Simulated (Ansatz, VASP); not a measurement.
This is a calculation of Ca for Ansatz 0.2.0.

input.yaml

```yaml
crystal:
  lattice:
    - [0.0, 2.8309700062, 2.8309700062]
    - [2.8309700062, 0.0, 2.8309700062]
    - [2.8309700062, 2.8309700062, 0.0]
  atoms:
    - { symbol: Ca, position: [0.0, 0.0, 0.0] }
kpoints:
  mp_grid: { grid: [8, 8, 8] }
scf:
  occupations: { method: tetrahedron }
hamiltonian:
  xc: pbe
  dispersion: d4
  pseudopotentials:
    kind: all_electron
    lapw: { basis_error: 0.001 }
    nuclear_model: point
output:
  forces: true
  stress: true
  eigenvalues: true
```

Potentials or basis: all-electron LAPW, point nuclei.

Run with:

```sh
$ ansatz run input.yaml --threads 1 --pin off --max-ram 2560MiB --backend cpu --events-out ev --progress --plain --runs-dir out
```

Task: Translate it to VASP 6.6.1. Potentials there: VASP PAW PBE potentials, release 64 (Ca_sv).

Result: As run (the cutoff follows the program's own potentials):

Contents of INCAR:

```
PREC = Accurate
ENCUT = 520
EDIFF = 1E-7
ISMEAR = -5
SIGMA = 0.05
LREAL = False
LASPH = True
NELM = 60
ALGO = Fast
ISIF = 2
LWAVE = False
LCHARG = False
GGA = PE
IVDW = 13
NBANDS = 11
```

KPOINTS

```
Automatic mesh
0
Gamma
  8 8 8
```

The input POSCAR:

```
Ca
1.0
    0.0000000000      2.8309700062      2.8309700062
    2.8309700062      0.0000000000      2.8309700062
    2.8309700062      2.8309700062      0.0000000000
Ca
1
Direct
    0.0000000000      0.0000000000      0.0000000000
```

Potentials or basis: VASP PAW PBE potentials, release 64 (Ca_sv).

Launch:

```sh
$ cat potpaw_PBE.64/Ca_sv/POTCAR > POTCAR
$ mpirun -np 1 vasp_std > vasp.out
```

Both were run:

|  | VASP | Ansatz | Ansatz less VASP |
| --- | --- | --- | --- |
| gap on the k mesh at the Fermi level (eV) | none | none | - |
| pressure (GPa) | -1.8 | -1.8 | 0.00 |

A gap of «none» marks a metal or a gap that the smearing closes. Ansatz ran all-electron here, and VASP with PAW potentials.
